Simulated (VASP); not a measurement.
Runs of VASP 6.6.1 on BN. The structure is that of space group Fmm2 (No. 42), or close to it. The cells are those of the table. 

```tsv
cell	cutoff (eV)	gap on the mesh (eV)	pressure (GPa)	largest force (eV/Å)
a = 4.027, b = 2.354, c = 3.766 Å, angles 78.6, 35.0, 66.4°, 2 atoms	520	4.20	27.1	4.18
a = 3.984, b = 2.719, c = 3.357 Å, angles 81.2, 42.4, 56.4°, 2 atoms	520	2.35	-13.3	0.25
a = 4.005, b = 2.827, c = 3.268 Å, angles 81.8, 44.3, 53.9°, 2 atoms	520	1.75	-15.2	0.65
a = 3.976, b = 2.611, c = 3.456 Å, angles 80.6, 40.4, 59.0°, 2 atoms	600	2.98	-8.9	0.59
a = 4.000, b = 2.423, c = 3.668 Å, angles 79.2, 36.5, 64.3°, 2 atoms	520	3.97	(a)	1.55
a = 4.054, b = 2.306, c = 3.843 Å, angles 78.1, 33.8, 68.1°, 2 atoms	520	4.05	42.9	7.15
a = 3.976, b = 2.611, c = 3.456 Å, angles 80.6, 40.4, 59.0°, 2 atoms	520	2.98	-8.7	0.59
a = 3.989, b = 2.464, c = 3.616 Å, angles 79.6, 37.4, 63.0°, 2 atoms	520	3.85	(b)	0.62
```

Alike in all rows: task single point; level PBE+D3(BJ); potentials or basis VASP PAW PBE potentials, release 64 (B, N); no spin polarisation; k mesh 12 × 12 × 12; smearing gaussian 0.05 eV.

Problem. Fill in the values left out.

Solution. (a) 11.7; (b) 5.3.

Caveats: the cell stands under pressure (at least some runs); the cell stands under tension (at least some runs); forces of over 1 eV/Å act on the atoms, so gaps and moduli don't describe the material at rest (at least some runs).

A k mesh can miss the band edges.
